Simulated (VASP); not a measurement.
A run of VASP 6.6.1:

The input POSCAR:

```
Pt
1.0
    2.7606656158      0.0000000000      0.0000000000
   -1.3803328079      2.3908065546      0.0000000000
    0.0000000000      0.0000000000      4.9119373500
Pt
2
Direct
    0.6666666667      0.3333333333      0.7500000000
    0.3333333333      0.6666666667      0.2500000000
```

INCAR.step1

```
ALGO     = Normal         # electronic algorithm
EDIFF    = 1E-4           # SCF threshold, eV
ENCUT    = 520            # plane-wave cutoff, eV
GGA      = PE             # functional
ISMEAR   = 0              # smearing method
LASPH    = T              # aspherical terms in the spheres
LCHARG   = F              # write CHGCAR
LREAL    = F              # projectors in reciprocal space
LWAVE    = T              # write WAVECAR
NBANDS   = 17             # bands
NELM     = 100            # most SCF steps
PREC     = Accurate       # precision mode
SIGMA    = 0.15           # smearing width, eV
```

INCAR.step2

```
ALGO     = Normal         # electronic algorithm
EDIFF    = 1E-6           # SCF threshold, eV
ENCUT    = 520            # plane-wave cutoff, eV
ISIF     = 2              # what is computed and relaxed
ISMEAR   = 0              # smearing method
ISTART   = 1            
LASPH    = T              # aspherical terms in the spheres
LCHARG   = T              # write CHGCAR
LELF     = T              # ELF
LMIXTAU  = T            
LREAL    = F              # projectors in reciprocal space
LVHAR    = T            
LWAVE    = F              # write WAVECAR
METAGGA  = R2SCAN         # meta-GGA
NBANDS   = 17             # bands
NELM     = 100            # most SCF steps
PREC     = Accurate       # precision mode
SIGMA    = 0.15           # smearing width, eV
```

Contents of KPOINTS:

```
k-points
0
Gamma
  18 18 10
```

Potentials or basis: VASP PAW PBE potentials, release 64 (Pt).

Command:

```console
$ cat potpaw_PBE.64/Pt/POTCAR > POTCAR
$ cp INCAR.step1 INCAR
$ mpirun -np 1 vasp_std > vasp.out
$ cp INCAR.step2 INCAR
$ mpirun -np 1 vasp_std > vasp.out
```

Hardware: 1 thread of Intel(R) Xeon(R) Platinum 8259CL CPU @ 2.50GHz (Skylake/Cascade Lake), on a shared host.

Task: How long does it take, and how much memory?

Result: It took 4.7 min on 1 thread of Intel(R) Xeon(R) Platinum 8259CL CPU @ 2.50GHz (Skylake/Cascade Lake) (shared host), peak memory 0.24 GiB. Counts: k points 222.
